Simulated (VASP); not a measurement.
# ZnS (Wurtzite-2H) in VASP: further runs

ZnS (Wurtzite-2H) is run at these levels: r2SCAN; tasks: single point.

Everything below comes from runs of VASP 6.6.1. Logs are shortened: lines on timing, memory, paths and dates and some standing lists are left out, and cuts for length are marked.

### Step 1. The cell of the first run

The typed cell holds 4 atoms: a = 3.811 Å, b = 3.811 Å, c = 6.234 Å, α = 90.00°, β = 90.00°, γ = 120.00°.

### Step 2. Single point, r2SCAN

POSCAR reads:

```
ZnS
1.0
    3.8110000000      0.0000000000      0.0000000000
   -1.9055000000      3.3004228100      0.0000000000
    0.0000000000      0.0000000000      6.2340000000
Zn S
2 2
Direct
    0.3231105678      0.6567692553      0.0058428913
    0.6683383887      0.3368456337      0.5025188078
    0.3402088632      0.6907370306      0.3708337315
    0.6772292917      0.3222841370      0.8821140030
```

INCAR.step1 reads:

```
PREC = Accurate
ENCUT = 550
ISMEAR = 0
SIGMA = 0.1
LREAL = F
LASPH = T
NELM = 120
NBANDS = 26
GGA = PE
ALGO = Normal
EDIFF = 1E-5
LWAVE = T
LCHARG = F
GGA_COMPAT = F
```

INCAR.step2 reads:

```
PREC = Accurate
ENCUT = 550
EDIFF = 1E-6
ISMEAR = 0
SIGMA = 0.1
LREAL = F
LASPH = T
NELM = 120
ALGO = Normal
ISIF = 2
LWAVE = F
LCHARG = F
METAGGA = R2SCAN
LMIXTAU = T
NBANDS = 26
ISTART = 1
GGA_COMPAT = F
```

KPOINTS reads:

```
Automatic mesh
0
Gamma
  2 2 1
```

Potentials or basis: VASP PAW PBE potentials, release 64 (Zn, S).

Launch:

```bash
cat potpaw_PBE.64/Zn/POTCAR potpaw_PBE.64/S/POTCAR > POTCAR
cp INCAR.step1 INCAR
mpirun -np 1 vasp_std > vasp.out
cp INCAR.step2 INCAR
mpirun -np 1 vasp_std > vasp.out
```

OUTCAR:

```text
PREC = Accurate
   ENCUT = 550
   EDIFF = 1E-6
   ISMEAR = 0
   LREAL = F
   LASPH = T
   NELM = 120
   ISIF = 2
   METAGGA = R2SCAN
   ISTART = 1

 ion  position               nearest neighbor table
   1  0.323  0.657  0.006-   4 2.27   3 2.28   4 2.33   4 2.40
   2  0.668  0.337  0.503-   3 2.29   3 2.37   4 2.37   3 2.40
   3  0.340  0.691  0.371-   1 2.28   2 2.29   2 2.37   2 2.40
   4  0.677  0.322  0.882-   1 2.27   1 2.33   2 2.37   1 2.40

  LATTYP: Found a hexagonal cell.
 ALAT       =     3.8110000000
 C/A-ratio  =     1.6357911309

  Lattice vectors:

 A1 = (   3.8110000000,   0.0000000000,   0.0000000000)
 A2 = (  -1.9055000000,   3.3004228100,   0.0000000000)
 A3 = (   0.0000000000,   0.0000000000,   6.2340000000)

Analysis of symmetry for initial positions (statically):
=====================================================================
 Subroutine PRICEL returns:
 Original cell was already a primitive cell.

 Routine SETGRP: Setting up the symmetry group for a
 hexagonal supercell.

 Subroutine GETGRP returns: Found  1 space group operations
 (whereof  1 operations were pure point group operations)
 out of a pool of 24 trial point group operations.

The static configuration has the point symmetry C_1 .

Analysis of symmetry for dynamics (positions and initial velocities):
=====================================================================
 Subroutine PRICEL returns:
 Original cell was already a primitive cell.

 Routine SETGRP: Setting up the symmetry group for a
 hexagonal supercell.

 Subroutine GETGRP returns: Found  1 space group operations
 (whereof  1 operations were pure point group operations)
 out of a pool of 24 trial point group operations.

The dynamic configuration has the point symmetry C_1 .

 Subroutine INISYM returns: Found  1 space group operations
 (whereof  1 operations are pure point group operations),
 and found     1 'primitive' translations

----------------------------------------------------------------------------------------

                                     Primitive cell

  volume of cell :      78.4107

  direct lattice vectors                    reciprocal lattice vectors
     3.811000000  0.000000000  0.000000000     0.262398321  0.151495741  0.000000000
    -1.905500000  3.300422810  0.000000000     0.000000000  0.302991482  0.000000000
     0.000000000  0.000000000  6.234000000     0.000000000  0.000000000  0.160410651

  length of vectors
     3.811000000  3.810999997  6.234000000     0.302991482  0.302991482  0.160410651

  position of ions in fractional coordinates (direct lattice)
     0.323110568  0.656769255  0.005842891
     0.668338389  0.336845634  0.502518808
     0.340208863  0.690737031  0.370833731
     0.677229292  0.322284137  0.882114003

  ion indices of the primitive-cell ions
   primitive index   ion index
                 1           1
                 2           2
                 3           3
                 4           4

----------------------------------------------------------------------------------------

 KPOINTS: Automatic mesh

Automatic generation of k-mesh.
 Grid dimensions read from file:
 generate k-points for:    2    2    1

 Generating k-lattice:

  Cartesian coordinates                     Fractional coordinates (reciprocal lattice)
     0.131199160  0.075747871  0.000000000     0.500000000  0.000000000  0.000000000
     0.000000000  0.151495741  0.000000000     0.000000000  0.500000000  0.000000000
     0.000000000  0.000000000  0.160410651     0.000000000  0.000000000  1.000000000

  Length of vectors
     0.151495741  0.151495741  0.160410651

  Shift w.r.t. Gamma in fractional coordinates (k-lattice)
     0.000000000  0.000000000  0.000000000

 Subroutine IBZKPT returns following result:
 ===========================================

 Found      4 irreducible k-points:

 Following reciprocal coordinates:
            Coordinates               Weight
  0.000000  0.000000  0.000000      1.000000
  0.500000  0.000000  0.000000      1.000000
  0.000000  0.500000  0.000000      1.000000
  0.500000  0.500000  0.000000      1.000000
   k-points           NKPTS =      4   k-points in BZ     NKDIM =      4   number of bands    NBANDS=     26
   number of dos      NEDOS =    301   number of ions     NIONS =      4
   total plane-waves  NPLWV =  43200
   dimension x,y,z NGX =    30 NGY =   30 NGZ =   48
   dimension x,y,z NGXF=    60 NGYF=   60 NGZF=   96
   ions per type =               2   2
   NGX,Y,Z   is equivalent  to a cutoff of  13.09, 13.09, 12.80 a.u.
   NGXF,Y,Z  is equivalent  to a cutoff of  26.17, 26.17, 25.60 a.u.
 SYSTEM =  unknown system
   PREC   = accura    normal or accurate (medium, high low for compatibility)
   ISTART =      1    job   : 0-new  1-cont  2-samecut
   ICHARG =      0    charge: 1-file 2-atom 10-const
   ISPIN  =      1    spin polarized calculation?
   LNONCOLLINEAR =      F non collinear calculations
   LSORBIT =      F    spin-orbit coupling
   LASPH  =      T    aspherical Exc in radial PAW
   ENCUT  =  550.0 eV  40.42 Ry    6.36 a.u.   7.29  7.29 11.92*2*pi/ulx,y,z
   NELM   =    120;   NELMIN=  2; NELMDL=  0     # of ELM steps
   EDIFF  = 0.1E-05   stopping-criterion for ELM
   LREAL  =      F    real-space projection
   EDIFFG = 0.1E-04   stopping-criterion for IOM
   NSW    =      0    number of steps for IOM
   IBRION =     -1    ionic relax: 0-MD 1-quasi-New 2-CG
   NFREE  =      0    steps in history (QN), initial steepest desc. (CG)
   ISIF   =      2    stress and relaxation
   ISYM   =      2    0-nonsym 1-usesym 2-fastsym
   POTIM  = 0.5000    time-step for ionic-motion
   TEBEG  =    0.0;   TEEND  =   0.0 temperature during run
   PSTRESS=    0.0 pullay stress
   NELECT =      36.0000    total number of electrons
   NUPDOWN=      -1.0000    fix difference up-down
   EMIN   =  10.00;   EMAX   =-10.00  energy-range for DOS
   EFERMI =   0.00;   METHOD = LEGACY
   ISMEAR =     0;   SIGMA  =   0.10  broadening in eV -4-tet -1-fermi 0-gaus
   EFERMI_NEDOS =   21; number of points for ismear=-14 and -15
   IALGO  =     38    algorithm
   IMIX   =      4    mixing-type and parameters
     AMIX     =   0.40;   BMIX     =  1.00
     AMIX_MAG =   1.60;   BMIX_MAG =  1.00
  volume/ion in A,a.u.               =      19.60       132.29
  Fermi-wavevector in a.u.,A,eV,Ry     =   1.262943  2.386617 21.701647  1.595026
  Thomas-Fermi vector in A             =   2.396326
   LORBIT       =      0    0 simple, 1 ext, 2 COOP (PROOUT), +10 PAW based schemes
   METAGGA = R2SCAN    functional components
   LHFCALC =     F    Hartree Fock is set to
   AEXX    =    0.0000 exact exchange contribution
   IVDW    =     0    specifies the selected vdW correction
   LEPSILON=     F    determine dielectric tensor
   LRPA    =     F    only Hartree local field effects (RPA)
 non-spin polarized calculation
 Gauss-broadening in eV      SIGMA  =   0.10
  energy-cutoff  :      550.00
  volume of cell :       78.41
 maximum number of plane-waves:      2297
 NGX is ok and might be reduce to    30
   NGX = 15   NGY = 15   NGZ = 23

 number of electron      36.0000011 magnetization

 Free energy of the ion-electron system (eV)
  ---------------------------------------------------
  ext. energy  EPLUGINS =         0.00000000
  ---------------------------------------------------
  free energy    TOTEN  =       -36.68973338 eV

  energy without entropy =      -36.68973338  energy(sigma->0) =      -36.68973338

 E-fermi :   2.5751     XC(G=0): -10.2669

 val. band max:        2.0426552673   @ k =   0.0000   0.0000   0.0000
 cond. band min:       4.7549074923   @ k =   0.0000   0.0000   0.0000
 fundamental gap:      2.7122522250
 Fermi energy:         2.5750612507

 k-point     1 :       0.0000    0.0000    0.0000
  band No.  band energies     occupation
      1     -11.7104      2.00000
      2     -10.7160      2.00000
      3      -4.7060      2.00000
      4      -4.6561      2.00000
      5      -4.6188      2.00000
      6      -4.5598      2.00000
      7      -4.5111      2.00000
      8      -4.1801      2.00000
      9      -4.1741      2.00000
     10      -4.1020      2.00000
     11      -4.0939      2.00000
     12      -3.9385      2.00000
     13      -3.5000      2.00000
     14       0.9606      2.00000
     15       1.1979      2.00000
     16       1.9359      2.00000
     17       2.0176      2.00000
     18       2.0427      2.00000
     19       4.7549      0.00000
     20       5.5970      0.00000
     21       8.6933      0.00000
     22       8.8105      0.00000
     23       9.0446      0.00000
     24       9.9700      0.00000
     25      10.4998      0.00000
     26      11.8372      0.00000

 k-point     2 :       0.5000    0.0000    0.0000
  band No.  band energies     occupation
      1     -10.7457      2.00000
      2     -10.4044      2.00000
      3      -4.6274      2.00000
      4      -4.5265      2.00000
      5      -4.4271      2.00000
      6      -4.3586      2.00000
      7      -4.3051      2.00000
      8      -4.2751      2.00000
      9      -4.1055      2.00000
     10      -4.0583      2.00000
     11      -3.9747      2.00000
     12      -3.9561      2.00000
     13      -2.9826      2.00000
     14      -2.1918      2.00000
     15      -1.3445      2.00000
     16      -0.2837      2.00000
     17       0.2111      2.00000
     18       1.1335      2.00000
     19       6.0288      0.00000
     20       6.7934      0.00000
     21       7.4376      0.00000
     22       9.2369      0.00000
     23      10.0297      0.00000
     24      10.8950      0.00000
     25      11.6339      0.00000
     26      14.1198      0.00000

 k-point     3 :       0.0000    0.5000    0.0000
  band No.  band energies     occupation
      1     -10.7135      2.00000
      2     -10.4381      2.00000
      3      -4.6186      2.00000
      4      -4.5192      2.00000
      5      -4.4239      2.00000
      6      -4.3549      2.00000
      7      -4.3022      2.00000
      8      -4.2822      2.00000
      9      -4.1071      2.00000
     10      -4.0548      2.00000
     11      -3.9854      2.00000
     12      -3.9594      2.00000
     13      -2.8907      2.00000
     14      -2.3251      2.00000
     15      -1.2819      2.00000
     16      -0.2908      2.00000
     17       0.1261      2.00000
     18       1.1429      2.00000
     19       6.0049      0.00000
     20       6.8737      0.00000
     21       7.7151      0.00000
     22       9.2801      0.00000
     23       9.8027      0.00000
     24      10.8561      0.00000
     25      11.4414      0.00000
     26      14.1950      0.00000

 k-point     4 :       0.5000    0.5000    0.0000
  band No.  band energies     occupation
      1     -10.8114      2.00000
      2     -10.3653      2.00000
      3      -4.6419      2.00000
      4      -4.5785      2.00000
      5      -4.4360      2.00000
      6      -4.3832      2.00000
      7      -4.3709      2.00000
      8      -4.2255      2.00000
      9      -4.1047      2.00000
     10      -4.0534      2.00000
     11      -3.9492      2.00000
     12      -3.9373      2.00000
     13      -2.9294      2.00000
     14      -1.9804      2.00000
     15      -1.4966      2.00000
     16      -0.3154      2.00000
     17       0.4627      2.00000
     18       1.1374      2.00000
     19       5.9145      0.00000
     20       6.5770      0.00000
     21       7.0775      0.00000
     22       9.2445      0.00000
     23      10.2576      0.00000
     24      10.8694      0.00000
     25      11.8544      0.00000
     26      14.1426      0.00000

------------------------ aborting loop because EDIFF is reached ----------------------------------------

  FORCE on cell =-STRESS in cart. coord.  units (eV):
  Direction    XX          YY          ZZ          XY          YZ          ZX
  --------------------------------------------------------------------------------------
  -------------------------------------------------------------------------------------
  Total        2.3503662      3.2251818     -2.5225783      0.5796210      0.3593733      0.2673542
  in kB       48.0253770     65.9006123    -51.5442133     11.8434812      7.3431272      5.4628872
  external PRESSURE =      20.7939253 kB  Pullay stress =       0.0000000 kB

 VOLUME and BASIS-vectors are now :
 -----------------------------------------------------------------------------
  energy-cutoff  :      550.00
  volume of cell :       78.41
      direct lattice vectors                 reciprocal lattice vectors
     3.811000000  0.000000000  0.000000000     0.262398321  0.151495741  0.000000000
    -1.905500000  3.300422810  0.000000000     0.000000000  0.302991482  0.000000000
     0.000000000  0.000000000  6.234000000     0.000000000  0.000000000  0.160410651

 POSITION                                       TOTAL-FORCE (eV/Angst)
 -----------------------------------------------------------------------------------
     -0.02010      2.16762      0.03642         0.492035      0.047170     -0.148644
      1.90518      1.11173      3.13270        -0.063002      0.412414      0.197665
     -0.01966      2.27972      2.31178         0.150050     -0.525907      0.417656
      1.96681      1.06367      5.49910        -0.579082      0.066323     -0.466678
 -----------------------------------------------------------------------------------
    total drift:                                0.011448      0.001533      0.015561

  FREE ENERGIE OF THE ION-ELECTRON SYSTEM (eV)
  ---------------------------------------------------
  free  energy   TOTEN  =       -36.6897333830 eV

  energy  without entropy=      -36.6897333830  energy(sigma->0) =      -36.68973338
```

It took 1.8 min on 1 thread of AMD EPYC 7R13, shared host; peak memory 0.17 GiB.

What came out:

| Item | Value |
| --- | --- |
| Free energy | -36.6897 eV |
| Pressure | 2.1 GPa |
| Largest force | 0.747 eV/Å |
| Band gap on the k mesh | 2.71 eV, direct |

Forces on the atoms (eV/Å):
```
Zn   0.492  0.047 -0.149
Zn  -0.063  0.412  0.198
S    0.150 -0.526  0.418
S   -0.579  0.066 -0.467
```

Levels at points of the mesh, in eV from the valence-band top:
```
           k point  band 16  band 17  band 18  band 19  band 20  band 21
(0.00, 0.00, 0.00)    -0.11    -0.03     0.00     2.71     3.55     6.65
(0.50, 0.00, 0.00)    -2.33    -1.83    -0.91     3.99     4.75     5.39
(0.00, 0.50, 0.00)    -2.33    -1.92    -0.90     3.96     4.83     5.67
(0.50, 0.50, 0.00)    -2.36    -1.58    -0.91     3.87     4.53     5.03
```

Caveat: the k points lie up to 1.01 Å⁻¹ apart; the PAW data sets were made with another functional, which shifts forces and pressure a little.

[end of part 1 of 2]
